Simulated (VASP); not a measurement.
Input of a VASP 6.6.1 run:

The input INCAR:

```
  PREC = Accurate
  ENCUT = 500
  EDIFF = 1E-7
  ISMEAR = -1
  SIGMA = 0.05
  LREAL = False
  LASPH = True
  NELM = 120
  ALGO = Normal
  ISIF = 3
  LWAVE = False
  LCHARG = False
  GGA = PS
  IBRION = 2
  NSW = 80
  EDIFFG = -0.03
  GGA_COMPAT = False
  NELMIN = 4
```

The input KPOINTS:

```
Automatic mesh
0
Gamma
  7 7 7
```

Contents of POSCAR:

```
Na
1.0
   -2.1410000000      2.1410000000      2.1410000000
    2.1410000000     -2.1410000000      2.1410000000
    2.1410000000      2.1410000000     -2.1410000000
Na
1
Direct
    0.0000000000      0.0000000000      0.0000000000
```

Potentials or basis: VASP PAW PBE potentials, release 64 (Na_pv).

The run is started by

```bash
$ cat potpaw_PBE.64/Na_pv/POTCAR > POTCAR
$ mpirun -np 1 vasp_std > vasp.out
```

Question: Predict the band gap on the k mesh.

Answer: Zero (an odd number of electrons rules out a gap without spin polarisation).

Question: What does it give for the relaxed volume?

Answer: 36.20 Å³/atom.

Final structure:
```
Na
1.0
    -2.08399    2.08399    2.08399
     2.08399   -2.08399    2.08399
     2.08399    2.08399   -2.08399
Na
1
Direct
  0.00000 0.00000 0.00000
```

Caveat: the PAW data sets were made with another functional, which shifts forces and pressure a little.
